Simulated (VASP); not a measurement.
# Ru in VASP: single point with LDA

Aim: the single point of Ru with LDA.

Everything below comes from runs of VASP 6.6.1. Logs are shortened: lines on timing, memory, paths and dates and some standing lists are left out, and cuts for length are marked.

## Step 1: The cell of the first run

The cell holds a slab with vacuum, 6 atoms: a = 2.675 Å, b = 4.224 Å, c = 21.406 Å, α = 90.00°, β = 90.00°, γ = 90.00°.

## Step 2: Single point, LDA

INCAR reads:

```
  PREC = Accurate
  ENCUT = 520
  EDIFF = 1E-6
  ISMEAR = -1
  SIGMA = 0.1
  LREAL = F
  LASPH = T
  NELM = 60
  ALGO = Normal
  ISIF = 2
  LWAVE = F
  LCHARG = F
  GGA = CA
  NBANDS = 51
```

KPOINTS reads:

```
Automatic mesh
0
Gamma
  14 9 1
```

POSCAR reads:

```
Ru
1.0
    2.6752164044      0.0000000000      0.0000000000
    0.0000000000      4.2244496844      0.0000000000
    0.0000000000      0.0000000000     21.4059000000
Ru
6
Direct
    0.7500000000      0.7500000000      0.3798228800
    0.2500000000      0.2500000000      0.4094009660
    0.2500000000      0.7500000000      0.4830483120
    0.7500000000      0.2500000000      0.5169516878
    0.7500000000      0.7500000000      0.5905990341
    0.2500000000      0.2500000000      0.6201771202
```

Potentials or basis: VASP PAW LDA potentials, release 64 (Ru_pv).

On the command line:

```console
> cat potpaw_LDA.64/Ru_pv/POTCAR > POTCAR
> mpirun -np 1 vasp_std > vasp.out
```

OUTCAR:

```text
PREC = Accurate
   ENCUT = 520
   EDIFF = 1E-6
   ISMEAR = -1
   LREAL = F
   LASPH = T
   NELM = 60
   ISIF = 2
   GGA = CA

 ion  position               nearest neighbor table
   1  0.750  0.750  0.380-   2 2.58   2 2.58   2 2.58   2 2.58   3 2.58   3 2.58
   2  0.250  0.250  0.409-   1 2.58   1 2.58   1 2.58   1 2.58   3 2.64   3 2.64   4 2.66   4 2.66

   3  0.250  0.750  0.483-   1 2.58   1 2.58   4 2.60   4 2.60   4 2.60   4 2.60   2 2.64   2 2.64
                             5 2.66   5 2.66
   4  0.750  0.250  0.517-   6 2.58   6 2.58   3 2.60   3 2.60   3 2.60   3 2.60   5 2.64   5 2.64
                             2 2.66   2 2.66
   5  0.750  0.750  0.591-   6 2.58   6 2.58   6 2.58   6 2.58   4 2.64   4 2.64   3 2.66   3 2.66

   6  0.250  0.250  0.620-   5 2.58   5 2.58   5 2.58   5 2.58   4 2.58   4 2.58

  LATTYP: Found a simple orthorhombic cell.
 ALAT       =     2.6752164044
 B/A-ratio  =     1.5791057791
 C/A-ratio  =     8.0015582907

  Lattice vectors:

 A1 = (   2.6752164044,   0.0000000000,   0.0000000000)
 A2 = (   0.0000000000,   4.2244496844,   0.0000000000)
 A3 = (   0.0000000000,   0.0000000000,  21.4059000000)

Analysis of symmetry for initial positions (statically):
=====================================================================
 Subroutine PRICEL returns:
 Original cell was already a primitive cell.

 Routine SETGRP: Setting up the symmetry group for a
 simple orthorhombic supercell.

 Subroutine GETGRP returns: Found  8 space group operations
 (whereof  2 operations were pure point group operations)
 out of a pool of  8 trial point group operations.

The static configuration has the point symmetry S_2 .
 The point group associated with its full space group is D_2h.

Analysis of symmetry for dynamics (positions and initial velocities):
=====================================================================
 Subroutine PRICEL returns:
 Original cell was already a primitive cell.

 Routine SETGRP: Setting up the symmetry group for a
 simple orthorhombic supercell.

 Subroutine GETGRP returns: Found  8 space group operations
 (whereof  2 operations were pure point group operations)
 out of a pool of  8 trial point group operations.

The dynamic configuration has the point symmetry S_2 .
 The point group associated with its full space group is D_2h.

 Subroutine INISYM returns: Found  8 space group operations
 (whereof  2 operations are pure point group operations),
 and found     1 'primitive' translations

----------------------------------------------------------------------------------------

                                     Primitive cell

  volume of cell :     241.9149

  direct lattice vectors                    reciprocal lattice vectors
     2.675216404  0.000000000  0.000000000     0.373801536  0.000000000  0.000000000
     0.000000000  4.224449684  0.000000000     0.000000000  0.236717223  0.000000000
     0.000000000  0.000000000 21.405900000     0.000000000  0.000000000  0.046716092

  length of vectors
     2.675216404  4.224449684 21.405900000     0.373801536  0.236717223  0.046716092

  position of ions in fractional coordinates (direct lattice)
     0.750000000  0.750000000  0.379822880
     0.250000000  0.250000000  0.409400966
     0.250000000  0.750000000  0.483048312
     0.750000000  0.250000000  0.516951688
     0.750000000  0.750000000  0.590599034
     0.250000000  0.250000000  0.620177120

  ion indices of the primitive-cell ions
   primitive index   ion index
                 1           1
                 2           2
                 3           3
                 4           4
                 5           5
                 6           6

----------------------------------------------------------------------------------------

 KPOINTS: Automatic mesh

Automatic generation of k-mesh.
 Grid dimensions read from file:
 generate k-points for:   14    9    1

 Generating k-lattice:

  Cartesian coordinates                     Fractional coordinates (reciprocal lattice)
     0.026700110  0.000000000  0.000000000     0.071428571  0.000000000  0.000000000
     0.000000000  0.026301914  0.000000000     0.000000000  0.111111111  0.000000000
     0.000000000  0.000000000  0.046716092     0.000000000  0.000000000  1.000000000

  Length of vectors
     0.026700110  0.026301914  0.046716092

  Shift w.r.t. Gamma in fractional coordinates (k-lattice)
     0.000000000  0.000000000  0.000000000

 Subroutine IBZKPT returns following result:
 ===========================================

 Found     40 irreducible k-points:

 Following reciprocal coordinates:
            Coordinates               Weight
  0.000000  0.000000  0.000000      1.000000
  0.071429  0.000000  0.000000      2.000000
  0.142857  0.000000  0.000000      2.000000
  0.214286  0.000000  0.000000      2.000000
  0.285714  0.000000  0.000000      2.000000
  0.357143  0.000000  0.000000      2.000000
[... 16 lines left out ...]
  0.428571  0.222222  0.000000      4.000000
  0.500000  0.222222  0.000000      2.000000
 [... further k-points ...]
   k-points           NKPTS =     40   k-points in BZ     NKDIM =     40   number of bands    NBANDS=     51
   number of dos      NEDOS =    301   number of ions     NIONS =      6
   total plane-waves  NPLWV = 102400
   dimension x,y,z NGX =    20 NGY =   32 NGZ =  160
   dimension x,y,z NGXF=    40 NGYF=   64 NGZF=  320
   ions per type =               6
   NGX,Y,Z   is equivalent  to a cutoff of  12.43, 12.59, 12.43 a.u.
   NGXF,Y,Z  is equivalent  to a cutoff of  24.86, 25.19, 24.85 a.u.
 SYSTEM =  unknown system
   PREC   = accura    normal or accurate (medium, high low for compatibility)
   ISTART =      0    job   : 0-new  1-cont  2-samecut
   ICHARG =      2    charge: 1-file 2-atom 10-const
   ISPIN  =      1    spin polarized calculation?
   LNONCOLLINEAR =      F non collinear calculations
   LSORBIT =      F    spin-orbit coupling
   LASPH  =      T    aspherical Exc in radial PAW
   ENCUT  =  520.0 eV  38.22 Ry    6.18 a.u.   4.97  7.85 39.80*2*pi/ulx,y,z
   NELM   =     60;   NELMIN=  2; NELMDL= -5     # of ELM steps
   EDIFF  = 0.1E-05   stopping-criterion for ELM
   LREAL  =      F    real-space projection
   EDIFFG = 0.1E-04   stopping-criterion for IOM
   NSW    =      0    number of steps for IOM
   IBRION =     -1    ionic relax: 0-MD 1-quasi-New 2-CG
   NFREE  =      0    steps in history (QN), initial steepest desc. (CG)
   ISIF   =      2    stress and relaxation
   ISYM   =      2    0-nonsym 1-usesym 2-fastsym
   POTIM  = 0.5000    time-step for ionic-motion
   TEBEG  =    0.0;   TEEND  =   0.0 temperature during run
   PSTRESS=    0.0 pullay stress
   NELECT =      84.0000    total number of electrons
   NUPDOWN=      -1.0000    fix difference up-down
   EMIN   =  10.00;   EMAX   =-10.00  energy-range for DOS
   EFERMI =   0.00;   METHOD = LEGACY
   ISMEAR =    -1;   SIGMA  =   0.10  broadening in eV -4-tet -1-fermi 0-gaus
   EFERMI_NEDOS =   21; number of points for ismear=-14 and -15
   IALGO  =     38    algorithm
   IMIX   =      4    mixing-type and parameters
     AMIX     =   0.40;   BMIX     =  1.00
     AMIX_MAG =   1.60;   BMIX_MAG =  1.00
  volume/ion in A,a.u.               =      40.32       272.09
  Fermi-wavevector in a.u.,A,eV,Ry     =   1.150660  2.174432 18.014369  1.324019
  Thomas-Fermi vector in A             =   2.287323
   LORBIT       =      0    0 simple, 1 ext, 2 COOP (PROOUT), +10 PAW based schemes
   GGA     = CA    functional components
   LHFCALC =     F    Hartree Fock is set to
   AEXX    =    0.0000 exact exchange contribution
   IVDW    =     0    specifies the selected vdW correction
   LEPSILON=     F    determine dielectric tensor
   LRPA    =     F    only Hartree local field effects (RPA)
 non-spin polarized calculation
  energy-cutoff  :      520.00
  volume of cell :      241.91
 maximum number of plane-waves:      6564
 NGX is ok and might be reduce to    20
   NGX =  9   NGY = 15   NGZ = 79

 number of electron      83.9999989 magnetization

 Free energy of the ion-electron system (eV)
  ---------------------------------------------------
  ext. energy  EPLUGINS =         0.00000000
  ---------------------------------------------------
  free energy    TOTEN  =       -59.30323267 eV

  energy without entropy =      -59.04031441  energy(sigma->0) =      -59.17177354

 E-fermi :   0.8908     XC(G=0):  -5.7162

 val. band max:        0.8869549507   @ k =   0.5000   0.0000   0.0000
 cond. band min:       0.8998083387   @ k =   0.4286   0.3333   0.0000
 fundamental gap:      0.0128533880
 Fermi energy:         0.8907634517

 k-point     1 :       0.0000    0.0000    0.0000
  band No.  band energies     occupation
      1     -42.7368      2.00000
      2     -42.4487      2.00000
      3     -42.3489      2.00000
      4     -42.2901      2.00000
      5     -42.2024      2.00000
      6     -42.0288      2.00000
[... 43 lines left out ...]
     50       3.0638      0.00000
     51       3.1794      0.00000

 k-point     2 :       0.0714    0.0000    0.0000
  band No.  band energies     occupation
      1     -42.7218      2.00000
      2     -42.4411      2.00000
      3     -42.3356      2.00000
      4     -42.2853      2.00000
      5     -42.1886      2.00000
      6     -42.0600      2.00000
[... 43 lines left out ...]
     50       2.9136      0.00000
     51       3.0743      0.00000

 k-point     3 :       0.1429    0.0000    0.0000
  band No.  band energies     occupation
      1     -42.6782      2.00000
      2     -42.4217      2.00000
      3     -42.2975      2.00000
      4     -42.2747      2.00000
      5     -42.1482      2.00000
      6     -42.1392      2.00000
[... 43 lines left out ...]
     50       2.7307      0.00000
     51       2.9190      0.00000
[... 1027 lines left out ...]
 k-point    23 :       0.4286    0.2222    0.0000
  band No.  band energies     occupation
      1     -42.6514      2.00000
      2     -42.6060      2.00000
      3     -42.3583      2.00000
      4     -42.3551      2.00000
      5     -42.2429      2.00000
      6     -42.1439      2.00000
[... 43 lines left out ...]
     50       3.5995      0.00000
     51       5.3880      0.00000

 k-point    24 :       0.5000    0.2222    0.0000
  band No.  band energies     occupation
      1     -42.6521      2.00000
      2     -42.6521      2.00000
      3     -42.3640      2.00000
      4     -42.3640      2.00000
      5     -42.2064      2.00000
      6     -42.2064      2.00000
[... 43 lines left out ...]
     50       4.6746      0.00000
     51       5.3526      0.00000

 [... further k-points ...]

------------------------ aborting loop because EDIFF is reached ----------------------------------------

  FORCE on cell =-STRESS in cart. coord.  units (eV):
  Direction    XX          YY          ZZ          XY          YZ          ZX
  --------------------------------------------------------------------------------------
  -------------------------------------------------------------------------------------
  Total       -4.3466325     -2.0899038      0.3752399     -0.0000000      0.0000000      0.0000000
  in kB      -28.7873012    -13.8412182      2.4851753     -0.0000000      0.0000000      0.0000000
  external PRESSURE =     -13.3811147 kB  Pullay stress =       0.0000000 kB

 VOLUME and BASIS-vectors are now :
 -----------------------------------------------------------------------------
  energy-cutoff  :      520.00
  volume of cell :      241.91
      direct lattice vectors                 reciprocal lattice vectors
     2.675216404  0.000000000  0.000000000     0.373801536  0.000000000  0.000000000
     0.000000000  4.224449684  0.000000000     0.000000000  0.236717223  0.000000000
     0.000000000  0.000000000 21.405900000     0.000000000  0.000000000  0.046716092

 POSITION                                       TOTAL-FORCE (eV/Angst)
 -----------------------------------------------------------------------------------
      2.00641      3.16834      8.13045         0.000000      0.000000     -0.064931
      0.66880      1.05611      8.76360        -0.000000      0.000000     -0.030406
      0.66880      3.16834     10.34008         0.000000     -0.000000      0.002050
      2.00641      1.05611     11.06582         0.000000     -0.000000     -0.002050
      2.00641      3.16834     12.64230         0.000000      0.000000      0.030406
      0.66880      1.05611     13.27545        -0.000000      0.000000      0.064931
 -----------------------------------------------------------------------------------
    total drift:                                0.000000      0.000000      0.000016

  FREE ENERGIE OF THE ION-ELECTRON SYSTEM (eV)
  ---------------------------------------------------
  free  energy   TOTEN  =       -59.3032326705 eV

  energy  without entropy=      -59.0403144088  energy(sigma->0) =      -59.17177354
```

Wall time 12 min (1 thread of AMD EPYC 7R13, shared host); peak memory 0.46 GiB.

What came out:

```
Free energy            : -59.3032 eV
Largest force          : 0.065 eV/Å
Band gap on the k mesh : zero (bands 42 and 43 overlap by 1.40 eV)
```

Forces on the atoms (eV/Å):
```
Ru   0.000  0.000 -0.065
Ru   0.000  0.000 -0.030
Ru   0.000  0.000  0.002
Ru   0.000  0.000 -0.002
Ru   0.000  0.000  0.030
Ru   0.000  0.000  0.065
```

Caveat: there is no dipole correction, which matters where the two faces differ.
